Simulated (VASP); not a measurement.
Wanted: the native input for a VASP 6.6.1 run.

| Property | Result |
| --- | --- |
| Task | single point |
| Functional | PBE |
| Potentials or basis | VASP PAW PBE potentials, release 64 (Si, B) |
| Cutoff | 520 eV |
| k mesh | 2 × 2 × 2 |
| Occupations | fermi-dirac, width 0.05 eV |
| Spin | collinear spin |
| Starting moments | [0.0, 0.0, 0.0, 0.0, 0.0, 0.0, 0.0, 0.0, 0.0, 0.0, 0.0, 0.0, 0.0, 0.0, 0.0, 0.0, 1.0] μB |
| Dipole correction | no |
| Further INCAR settings | LREAL = Auto; ALGO = Normal; EDIFF = 1e-06; NBANDS = 52 |

The structure of Si16B (a cell with a defect) lies in POSCAR:

```
Si16B
1.0
    0.0000000000      5.4300000000      5.4300000000
    5.4300000000      0.0000000000      5.4300000000
    5.4300000000      5.4300000000      0.0000000000
Si B
16 1
Direct
    0.0001308178      0.0059111945      0.0002489361
    0.1249105766      0.1262068231      0.1262296029
   -0.0021397807     -0.0011764929      0.4992954803
    0.1186201677      0.1243744564      0.6242804929
   -0.0016045179      0.4985756333     -0.0012986443
    0.1233997172      0.6230790709      0.1228086744
    0.0001995187      0.5002113624      0.5055366373
    0.1249921637      0.6257353847      0.6263601528
    0.4979412367     -0.0013448778     -0.0014317312
    0.6238273360      0.1237984594      0.1186564660
    0.5013619701      0.0013664836      0.5014428440
    0.6256465857      0.1260082031      0.6262906069
    0.5062428214      0.5002983720      0.0004049857
    0.6259821274      0.6256566379      0.1262328290
    0.4980573025      0.4982551919      0.4992439800
    0.6241597990      0.6185496619      0.6240383274
    0.8109785583      0.3122537356      0.8130057596
```

The input as run:

INCAR

```
ALGO = Normal
EDIFF = 1E-6
ENCUT = 520
GGA = PE
ISIF = 2
ISMEAR = -1
ISPIN = 2
LASPH = True
LCHARG = False
LORBIT = 11
LREAL = Auto
LWAVE = False
MAGMOM = 0 0 0 0 0 0 0 0 0 0 0 0 0 0 0 0 1
NBANDS = 52
NELM = 150
PREC = Accurate
SIGMA = 0.05
```

KPOINTS

```
k-points
0
Gamma
  2 2 2
```

Potentials or basis: VASP PAW PBE potentials, release 64 (Si, B).

Launch:

```bash
$ cat potpaw_PBE.64/Si/POTCAR potpaw_PBE.64/B/POTCAR > POTCAR
$ mpirun -np 1 vasp_std > vasp.out
```

Results of the run:

```json
{"Pressure": "2.6 GPa", "Largest force": "0.028 eV/Å", "Net moment": "0.00 μB per cell", "Valence electrons inside the program's atomic spheres": "Si 1.67, 1.71 (each value once); B 1.68"}
```

Caveat: the k points lie up to 0.50 Å⁻¹ apart.

Wall time 13 min on 1 thread of AMD EPYC 7R13 Processor (Zen 3), with other jobs on the host, peak memory 0.67 GiB.
